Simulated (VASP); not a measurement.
Input of a VASP 6.6.1 run:

Contents of INCAR:

```
ALGO     = Normal         # electronic algorithm
EDIFF    = 1E-6           # SCF threshold, eV
ENCUT    = 520            # plane-wave cutoff, eV
GGA      = PE             # functional
ISIF     = 2              # what is computed and relaxed
ISMEAR   = -1             # smearing method
LASPH    = True           # aspherical terms in the spheres
LCHARG   = False          # write CHGCAR
LREAL    = False          # projectors in reciprocal space
LWAVE    = False          # write WAVECAR
NBANDS   = 35             # bands
NELM     = 100            # most SCF steps
PREC     = Accurate       # precision mode
SIGMA    = 0.06122561905347299 # smearing width, eV
```

KPOINTS

```
k-points
0
Gamma
  8 8 8
```

POSCAR

```
Li2O3
1.0
    4.3825480658      0.0000000000      0.0000000000
    0.0000000000      4.3825480658      0.0000000000
    0.0000000000      0.0000000000      4.3825480658
Li O
4 6
Direct
    0.2500000000      0.2500000000      0.2500000000
    0.7500000000      0.7500000000      0.2500000000
    0.7500000000      0.2500000000      0.7500000000
    0.2500000000      0.7500000000      0.7500000000
    0.5000000000      0.0000000000      0.0000000000
    0.0000000000      0.5000000000      0.0000000000
    0.0000000000      0.0000000000      0.5000000000
    0.5000000000      0.5000000000      0.0000000000
    0.5000000000      0.0000000000      0.5000000000
    0.0000000000      0.5000000000      0.5000000000
```

Potentials or basis: VASP PAW PBE potentials, release 64 (Li_sv, O).

Launch:

```bash
$ cat potpaw_PBE.64/Li_sv/POTCAR potpaw_PBE.64/O/POTCAR > POTCAR
$ mpirun -np 1 vasp_std > vasp.out
```

(1) What does it give for the band gap on the k mesh?

## Answers

(1) zero (band 24 reaches 2.35 eV, above the bottom of band 25 at -0.30 eV).
